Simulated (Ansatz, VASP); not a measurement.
Two plane-wave programs on SiC

POSCAR

```
SiC
1.0
    3.1356728331      0.0000000000      0.0000000000
   -1.5678364166      2.7155723315      0.0000000000
    0.0000000000      0.0000000000      5.1471163882
Si C
2 2
Direct
    0.3333333333      0.6666666667      0.4995917720
    0.6666666667      0.3333333333      0.9995917720
    0.3333333333      0.6666666667      0.8754082280
    0.6666666667      0.3333333333      0.3754082280
```

The input INCAR.step1:

```
ALGO = Normal ; EDIFF = 1E-4
ENCUT = 520 ; GGA = PE
ISMEAR = 0 ; LASPH = T
LCHARG = F ; LREAL = F
LWAVE = T ; NBANDS = 16
NELM = 80 ; PREC = Accurate
SIGMA = 0.01
```

INCAR.step2

```
ALGO = Normal ; EDIFF = 1E-7
ENCUT = 520 ; ISIF = 2
ISMEAR = 0 ; ISTART = 1
LASPH = T ; LCHARG = F
LMIXTAU = T ; LREAL = F
LWAVE = F ; METAGGA = R2SCAN
NBANDS = 16 ; NELM = 80
PREC = Accurate ; SIGMA = 0.01
```

File KPOINTS:

```
k-points
0
Gamma
  9 9 4
```

Input for Ansatz:

```yaml
crystal:
  lattice:
    - [3.1356728331, 0.0, 0.0]
    - [-1.5678364166, 2.7155723315, 0.0]
    - [0.0, 0.0, 5.1471163882]
  atoms:
    - { symbol: Si, position: [0.3333333333, 0.6666666667, 0.499591772] }
    - { symbol: Si, position: [0.6666666667, 0.3333333333, 0.999591772] }
    - { symbol: C, position: [0.3333333333, 0.6666666667, 0.875408228] }
    - { symbol: C, position: [0.6666666667, 0.3333333333, 0.375408228] }
kpoints:
  mp_grid: { grid: [9, 9, 4] }
hamiltonian:
  xc: r2scan
scf:
  occupations: { method: fixed }
  n_extra_bands: 5
output:
  forces: true
  stress: true
  eigenvalues: true
```

Alike in both runs: task single point; functional r2SCAN; k mesh 9 × 9 × 4; no spin polarisation.

```csv
,VASP,Ansatz
version,VASP 6.6.1,Ansatz 0.2.0
potentials or method,"VASP PAW PBE potentials, release 64 (Si, C)","plane waves, PAW"
plane-wave cutoff (eV),520,500
occupations,"gaussian, width 0.01 eV",fixed
valence electrons in the cell,16,16
```

|  | VASP | Ansatz | Ansatz less VASP |
| --- | --- | --- | --- |
| gap on the k mesh at the Fermi level (eV) | 2.74 | 2.73 | -0.006 |
| pressure (GPa) | -12.0 | -11.8 | +0.14 |
| traceless stress, the component that is largest in VASP (GPa) | 0.22 | 0.21 | -0.010 |
| rms of the force components (eV/Å) | 0.006 | 0.006 | +0.0001 |

VASP's potentials were made for PBE, not for r2SCAN. Atom by atom the forces differ by 0.000 eV/Å (rms over components).
